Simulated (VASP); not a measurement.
**TiO2: single point with PBE**

Crystal: TiO2.

```
Ti O
1.0
     0.00000    2.28290    2.28290
     2.28290    0.00000    2.28290
     2.28290    2.28290    0.00000
Ti O
1 2
Direct
  0.00000 0.00000 0.00000
  0.25000 0.25000 0.25000
  0.75000 0.75000 0.75000
```

- Program: VASP 6.6.1
- Task: single point
- Functional: PBE
- Potentials or basis: VASP PAW PBE potentials, release 64 (Ti_sv, O)
- Cutoff: 600 eV
- k mesh: 4 × 4 × 4
- Occupations: gaussian, width 0.01 eV
- Spin: no spin polarisation

```yaml
Pressure: 61.0 GPa
Band_gap_on_the_k_mesh: 1.22 eV, indirect (least direct gap 2.16 eV)
```

Levels at points of the mesh, in eV from the valence-band top:
```csv
k point,band 9,band 10,band 11,band 12,band 13,band 14,band 15,band 16
"(0.00, 0.00, 0.00)",-7.14,-1.00,-1.00,-1.00,1.22,1.22,6.54,6.54
"(0.50, 0.00, 0.00)",-3.87,-3.59,-2.89,-2.89,1.70,1.70,3.70,6.02
"(0.50, 0.50, 0.00)",-5.26,-2.47,-2.47,0.00,2.16,2.17,3.79,5.00
```

Wall time 4.6 s on 1 thread of Intel(R) Xeon(R) 6975P-C (Granite Rapids) (shared host), peak memory 0.15 GiB.

Caveat: the k points lie up to 0.60 Å⁻¹ apart. As with any semilocal functional, this PBE gap is likely too small.
